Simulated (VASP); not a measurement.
# W (Fd-3m) in VASP: notebook

W is run at these levels: PBE; tasks: single point.

Program: VASP 6.6.1. These are calculated values, not measurements. Logs are shortened: lines on timing, memory, paths and dates and some standing lists are left out, and cuts for length are marked.

## (1) The cell of the first run

Symmetry: Fd-3m, No. 227, cubic system. Conventional cell: a = 5.832 Å, b = 5.832 Å, c = 5.832 Å, α = 90.00°, β = 90.00°, γ = 90.00°. Within 3.3 Å of W (site symmetry -43m) lie 4 W at 2.53 Å.

## (2) Single point, PBE

Contents of INCAR:

```
SYSTEM = W
  PREC = Accurate
  ENCUT = 520
  EDIFF = 1E-7
  ISMEAR = -1
  SIGMA = 0.1
  LREAL = .False.
  LASPH = .True.
  NELM = 80
  ALGO = Normal
  ISIF = 2
  LWAVE = .False.
  LCHARG = .False.
  GGA = PE
  NBANDS = 21
```

Contents of KPOINTS:

```
Automatic mesh
0
Gamma
  10 10 10
  0 0 0
```

Contents of POSCAR:

```
W
1.0
    0.0000000000      2.9160588250      2.9160588250
    2.9160588250      0.0000000000      2.9160588250
    2.9160588250      2.9160588250      0.0000000000
W
2
Direct
    0.1250000000      0.1250000000      0.1250000000
    0.8750000000      0.8750000000      0.8750000000
```

Potentials or basis: VASP PAW PBE potentials, release 64 (W_sv).

Launch:

```sh
cat potpaw_PBE.64/W_sv/POTCAR > POTCAR
mpirun -np 1 vasp_std > vasp.out
```

OUTCAR:

```text
SYSTEM = W
   PREC = Accurate
   ENCUT = 520
   EDIFF = 1E-7
   ISMEAR = -1
   LREAL = .False.
   LASPH = .True.
   NELM = 80
   ISIF = 2
   GGA = PE

 ion  position               nearest neighbor table
   1  0.125  0.125  0.125-   2 2.53   2 2.53   2 2.53   2 2.53
   2  0.875  0.875  0.875-   1 2.53   1 2.53   1 2.53   1 2.53

  LATTYP: Found a face centered cubic cell.
 ALAT       =     5.8321176500

  Lattice vectors:

 A1 = (   0.0000000000,   2.9160588250,   2.9160588250)
 A2 = (   2.9160588250,   0.0000000000,   2.9160588250)
 A3 = (   2.9160588250,   2.9160588250,   0.0000000000)

Analysis of symmetry for initial positions (statically):
=====================================================================
 Subroutine PRICEL returns:
 Original cell was already a primitive cell.

 Routine SETGRP: Setting up the symmetry group for a
 face centered cubic supercell.

 Subroutine GETGRP returns: Found 48 space group operations
 (whereof 12 operations were pure point group operations)
 out of a pool of 48 trial point group operations.

The static configuration has the point symmetry D_3d.
 The point group associated with its full space group is O_h .

Analysis of symmetry for dynamics (positions and initial velocities):
=====================================================================
 Subroutine PRICEL returns:
 Original cell was already a primitive cell.

 Routine SETGRP: Setting up the symmetry group for a
 face centered cubic supercell.

 Subroutine GETGRP returns: Found 48 space group operations
 (whereof 12 operations were pure point group operations)
 out of a pool of 48 trial point group operations.

The dynamic configuration has the point symmetry D_3d.
 The point group associated with its full space group is O_h .

 Subroutine INISYM returns: Found 48 space group operations
 (whereof 12 operations are pure point group operations),
 and found     1 'primitive' translations

----------------------------------------------------------------------------------------

                                     Primitive cell

  volume of cell :      49.5928

  direct lattice vectors                    reciprocal lattice vectors
     0.000000000  2.916058825  2.916058825    -0.171464305  0.171464305  0.171464305
     2.916058825  0.000000000  2.916058825     0.171464305 -0.171464305  0.171464305
     2.916058825  2.916058825  0.000000000     0.171464305  0.171464305 -0.171464305

  length of vectors
     4.123929939  4.123929939  4.123929939     0.296984888  0.296984888  0.296984888

  position of ions in fractional coordinates (direct lattice)
     0.125000000  0.125000000  0.125000000
     0.875000000  0.875000000  0.875000000

  ion indices of the primitive-cell ions
   primitive index   ion index
                 1           1
                 2           2

----------------------------------------------------------------------------------------

 KPOINTS: Automatic mesh

Automatic generation of k-mesh.
 Grid dimensions read from file:
 generate k-points for:   10   10   10

 Generating k-lattice:

  Cartesian coordinates                     Fractional coordinates (reciprocal lattice)
    -0.017146431  0.017146431  0.017146431     0.100000000  0.000000000  0.000000000
     0.017146431 -0.017146431  0.017146431     0.000000000  0.100000000  0.000000000
     0.017146431  0.017146431 -0.017146431     0.000000000  0.000000000  0.100000000

  Length of vectors
     0.029698489  0.029698489  0.029698489

  Shift w.r.t. Gamma in fractional coordinates (k-lattice)
     0.000000000  0.000000000  0.000000000

 Subroutine IBZKPT returns following result:
 ===========================================

 Found     47 irreducible k-points:

 Following reciprocal coordinates:
            Coordinates               Weight
  0.000000  0.000000  0.000000      1.000000
  0.100000  0.000000  0.000000      8.000000
  0.200000  0.000000  0.000000      8.000000
  0.300000  0.000000  0.000000      8.000000
  0.400000  0.000000  0.000000      8.000000
  0.500000  0.000000  0.000000      4.000000
[... 16 lines left out ...]
  0.300000  0.300000  0.000000      6.000000
  0.400000  0.300000  0.000000     24.000000
 [... further k-points ...]
   k-points           NKPTS =     47   k-points in BZ     NKDIM =     47   number of bands    NBANDS=     21
   number of dos      NEDOS =    301   number of ions     NIONS =      2
   total plane-waves  NPLWV =  32768
   dimension x,y,z NGX =    32 NGY =   32 NGZ =   32
   dimension x,y,z NGXF=    64 NGYF=   64 NGZF=   64
   ions per type =               2
   NGX,Y,Z   is equivalent  to a cutoff of  12.90, 12.90, 12.90 a.u.
   NGXF,Y,Z  is equivalent  to a cutoff of  25.80, 25.80, 25.80 a.u.
 SYSTEM =  W
   PREC   = accura    normal or accurate (medium, high low for compatibility)
   ISTART =      0    job   : 0-new  1-cont  2-samecut
   ICHARG =      2    charge: 1-file 2-atom 10-const
   ISPIN  =      1    spin polarized calculation?
   LNONCOLLINEAR =      F non collinear calculations
   LSORBIT =      F    spin-orbit coupling
   LASPH  =      T    aspherical Exc in radial PAW
   ENCUT  =  520.0 eV  38.22 Ry    6.18 a.u.   7.67  7.67  7.67*2*pi/ulx,y,z
   NELM   =     80;   NELMIN=  2; NELMDL= -5     # of ELM steps
   EDIFF  = 0.1E-06   stopping-criterion for ELM
   LREAL  =      F    real-space projection
   EDIFFG = 0.1E-05   stopping-criterion for IOM
   NSW    =      0    number of steps for IOM
   IBRION =     -1    ionic relax: 0-MD 1-quasi-New 2-CG
   NFREE  =      0    steps in history (QN), initial steepest desc. (CG)
   ISIF   =      2    stress and relaxation
   ISYM   =      2    0-nonsym 1-usesym 2-fastsym
   POTIM  = 0.5000    time-step for ionic-motion
   TEBEG  =    0.0;   TEEND  =   0.0 temperature during run
   PSTRESS=    0.0 pullay stress
   NELECT =      28.0000    total number of electrons
   NUPDOWN=      -1.0000    fix difference up-down
   EMIN   =  10.00;   EMAX   =-10.00  energy-range for DOS
   EFERMI =   0.00;   METHOD = LEGACY
   ISMEAR =    -1;   SIGMA  =   0.10  broadening in eV -4-tet -1-fermi 0-gaus
   EFERMI_NEDOS =   21; number of points for ismear=-14 and -15
   IALGO  =     38    algorithm
   IMIX   =      4    mixing-type and parameters
     AMIX     =   0.40;   BMIX     =  1.00
     AMIX_MAG =   1.60;   BMIX_MAG =  1.00
  volume/ion in A,a.u.               =      24.80       167.33
  Fermi-wavevector in a.u.,A,eV,Ry     =   1.353073  2.556937 24.909635  1.830807
  Thomas-Fermi vector in A             =   2.480359
   LORBIT       =      0    0 simple, 1 ext, 2 COOP (PROOUT), +10 PAW based schemes
   GGA     = PE    functional components
   LHFCALC =     F    Hartree Fock is set to
   AEXX    =    0.0000 exact exchange contribution
   IVDW    =     0    specifies the selected vdW correction
   LEPSILON=     F    determine dielectric tensor
   LRPA    =     F    only Hartree local field effects (RPA)
 non-spin polarized calculation
  energy-cutoff  :      520.00
  volume of cell :       49.59
 maximum number of plane-waves:      1363
   NGX = 15   NGY = 15   NGZ = 15

 number of electron      28.0000000 magnetization

 Free energy of the ion-electron system (eV)
  ---------------------------------------------------
  ext. energy  EPLUGINS =         0.00000000
  ---------------------------------------------------
  free energy    TOTEN  =       -20.64179362 eV

  energy without entropy =      -20.54333757  energy(sigma->0) =      -20.59256559

 E-fermi :   5.1989     XC(G=0): -10.7711

 val. band max:        5.1870826361   @ k =  -0.4000   0.4000   0.0000
 cond. band min:       5.2118803884   @ k =  -0.4000   0.4000   0.1000
 fundamental gap:      0.0247977523
 Fermi energy:         5.1989052786

 k-point     1 :       0.0000    0.0000    0.0000
  band No.  band energies     occupation
      1     -67.9520      2.00000
      2     -67.6401      2.00000
      3     -32.5313      2.00000
      4     -32.5313      2.00000
      5     -32.5313      2.00000
      6     -31.6275      2.00000
[... 13 lines left out ...]
     20      15.8549      0.00000
     21      16.0163      0.00000

 k-point     2 :       0.1000    0.0000    0.0000
  band No.  band energies     occupation
      1     -67.9463      2.00000
      2     -67.6458      2.00000
      3     -32.5417      2.00000
      4     -32.5417      2.00000
      5     -32.5296      2.00000
      6     -31.6303      2.00000
[... 13 lines left out ...]
     20      15.4874      0.00000
     21      16.2428      0.00000

 k-point     3 :       0.2000    0.0000    0.0000
  band No.  band energies     occupation
      1     -67.9305      2.00000
      2     -67.6620      2.00000
      3     -32.5676      2.00000
      4     -32.5676      2.00000
      5     -32.5253      2.00000
      6     -31.6371      2.00000
[... 13 lines left out ...]
     20      14.6140      0.00000
     21      15.1786      0.00000

 k-point     4 :       0.3000    0.0000    0.0000
  band No.  band energies     occupation
      1     -67.9078      2.00000
      2     -67.6852      2.00000
      3     -32.5978      2.00000
      4     -32.5978      2.00000
      5     -32.5206      2.00000
      6     -31.6450      2.00000
[... 13 lines left out ...]
     20      12.3679      0.00000
     21      14.9764      0.00000

 k-point     5 :       0.4000    0.0000    0.0000
  band No.  band energies     occupation
      1     -67.8852      2.00000
      2     -67.7082      2.00000
      3     -32.6209      2.00000
      4     -32.6209      2.00000
      5     -32.5173      2.00000
      6     -31.6508      2.00000
[... 13 lines left out ...]
     20      10.6277      0.00000
     21      14.9396      0.00000
[... 382 lines left out ...]
     20      11.2093      0.00000
     21      12.9126      0.00000

 k-point    22 :      -0.2000    0.2000    0.0000
  band No.  band energies     occupation
      1     -67.8987      2.00000
      2     -67.6945      2.00000
      3     -32.6682      2.00000
      4     -32.5992      2.00000
      5     -32.4460      2.00000
      6     -31.7193      2.00000
[... 13 lines left out ...]
     20      12.8320      0.00000
     21      13.5379      0.00000

 k-point    23 :       0.3000    0.3000    0.0000
  band No.  band energies     occupation
      1     -67.8883      2.00000
      2     -67.7050      2.00000
      3     -32.6681      2.00000
      4     -32.6681      2.00000
      5     -32.3517      2.00000
      6     -31.8234      2.00000
[... 13 lines left out ...]
     20      13.0653      0.00000
     21      13.3069      0.00000

 k-point    24 :       0.4000    0.3000    0.0000
  band No.  band energies     occupation
      1     -67.8660      2.00000
      2     -67.7277      2.00000
      3     -32.6976      2.00000
      4     -32.6897      2.00000
      5     -32.2971      2.00000
      6     -31.8796      2.00000
[... 13 lines left out ...]
     20      11.7236      0.00000
     21      12.4178      0.00000

 [... further k-points ...]
[... 5 lines left out ...]
  --------------------------------------------------------------------------------------
  -------------------------------------------------------------------------------------
  Total        0.1498480      0.1498480      0.1498480     -0.0000000      0.0000000     -0.0000000
  in kB        4.8410864      4.8410864      4.8410864     -0.0000000      0.0000000     -0.0000000
  external PRESSURE =       4.8410864 kB  Pullay stress =       0.0000000 kB

 VOLUME and BASIS-vectors are now :
 -----------------------------------------------------------------------------
  energy-cutoff  :      520.00
  volume of cell :       49.59
      direct lattice vectors                 reciprocal lattice vectors
     0.000000000  2.916058825  2.916058825    -0.171464305  0.171464305  0.171464305
     2.916058825  0.000000000  2.916058825     0.171464305 -0.171464305  0.171464305
     2.916058825  2.916058825  0.000000000     0.171464305  0.171464305 -0.171464305

 POSITION                                       TOTAL-FORCE (eV/Angst)
 -----------------------------------------------------------------------------------
      0.72901      0.72901      0.72901        -0.000000     -0.000000      0.000000
      5.10310      5.10310      5.10310         0.000000      0.000000     -0.000000
 -----------------------------------------------------------------------------------
    total drift:                                0.000000      0.000000     -0.000000

  FREE ENERGIE OF THE ION-ELECTRON SYSTEM (eV)
  ---------------------------------------------------
  free  energy   TOTEN  =       -20.6417936193 eV

  energy  without entropy=      -20.5433375704  energy(sigma->0) =      -20.59256559
```

It took 16 s on 1 thread of Intel Xeon 6975P-C (Granite Rapids), shared host; peak memory 0.19 GiB.

Results:

| Property | Result |
| --- | --- |
| Free energy | -20.6418 eV |
| Pressure | 0.5 GPa |
| Band gap on the k mesh | zero (band 14 reaches 5.66 eV, above the bottom of band 15 at 4.77 eV) |

Caveat: spin-orbit coupling is left out, which moves the levels of the heavy elements.

## (3) Single point, PBE (volume scaled by 0.88)

Contents of INCAR:

```
PREC = Accurate ; ENCUT = 520
EDIFF = 1E-6 ; ISMEAR = -1
SIGMA = 0.1 ; LREAL = False
LASPH = True ; NELM = 60
ALGO = Normal ; ISIF = 2
LWAVE = False ; LCHARG = True
GGA = PE ; LELF = True
LVHAR = True ; NBANDS = 21
```

Contents of KPOINTS:

```
regular mesh
0
Gamma
  11 11 11
```

Contents of POSCAR:

```
W
1.0
    0.0000000000      2.7944124317      2.7944124317
    2.7944124317      0.0000000000      2.7944124317
    2.7944124317      2.7944124317      0.0000000000
W
2
Direct
    0.1250000000      0.1250000000      0.1250000000
    0.8750000000      0.8750000000      0.8750000000
```

Potentials or basis: VASP PAW PBE potentials, release 64 (W_sv).

Launch:

```sh
cat potpaw_PBE.64/W_sv/POTCAR > POTCAR
mpirun -np 1 vasp_std > vasp.out
```

It took 23 s on 1 thread of Intel Xeon 6975P-C (Granite Rapids), shared host; peak memory 0.18 GiB.

The run converged. Its results:

```
Free energy            : -20.2862 eV
Pressure               : 20.7 GPa
Band gap on the k mesh : zero (band 14 reaches 7.13 eV, above the bottom of band 15 at 6.12 eV)
```

Levels at points of the mesh, in eV from the Fermi level:
| k point | band 12 | band 13 | band 14 | band 15 | band 16 | band 17 |
| --- | --- | --- | --- | --- | --- | --- |
| (0.00, 0.00, 0.00) | -1.25 | -1.25 | -1.25 | 1.69 | 1.69 | 1.69 |

Caveat: spin-orbit coupling is left out, which moves the levels of the heavy elements.

## (4) Single point, PBE (volume scaled by 0.92)

Contents of INCAR:

```
ALGO = Normal
EDIFF = 1E-6
ENCUT = 520
GGA = PE
ISIF = 2
ISMEAR = -1
LASPH = T
LCHARG = F
LREAL = F
LWAVE = F
NBANDS = 21
NELM = 80
PREC = Accurate
SIGMA = 0.1
```

Contents of KPOINTS:

```
k-points
0
Gamma
  11 11 11
```

Contents of POSCAR:

```
W
1.0
    0.0000000000      2.8361262298      2.8361262298
    2.8361262298      0.0000000000      2.8361262298
    2.8361262298      2.8361262298      0.0000000000
W
2
Direct
    0.1250000000      0.1250000000      0.1250000000
    0.8750000000      0.8750000000      0.8750000000
```

Launch:

```sh
cat potpaw_PBE.64/W_sv/POTCAR > POTCAR
mpirun -np 1 vasp_std > vasp.out
```

It took 20 s on 1 thread of Intel Xeon 6975P-C (Granite Rapids), shared host; peak memory 0.19 GiB.

Results (log left out):

```yaml
Free_energy: -20.4913 eV
Pressure: 12.6 GPa
Band_gap_on_the_k_mesh: zero (band 14 reaches 6.64 eV, above the bottom of band 15 at 5.65 eV)
```

Levels at points of the mesh, in eV from the Fermi level:
```tsv
k point	band 12	band 13	band 14	band 15	band 16	band 17
(0.00, 0.00, 0.00)	-1.18	-1.18	-1.18	1.64	1.64	1.64
```

Caveat: spin-orbit coupling is left out, which moves the levels of the heavy elements.

## (5) Overview

| cell | k mesh | gap on the mesh (eV) | pressure (GPa) |
| --- | --- | --- | --- |
| a = 4.124 Å, angles 60.0°, 2 atoms | 10 × 10 × 10 | none | 0.5 |
| a = 3.952 Å, angles 60.0°, 2 atoms | 11 × 11 × 11 | none | 20.7 |
| a = 4.011 Å, angles 60.0°, 2 atoms | 11 × 11 × 11 | none | 12.6 |

Alike in all rows: task single point; level PBE; potentials or basis VASP PAW PBE potentials, release 64 (W_sv); no spin polarisation; cutoff (eV) 520; smearing fermi-dirac 0.1 eV.

Caveats: spin-orbit coupling is left out, which moves the levels of the heavy elements.

Total energies depend on the potentials used, so only differences within one code and one set of settings carry meaning.
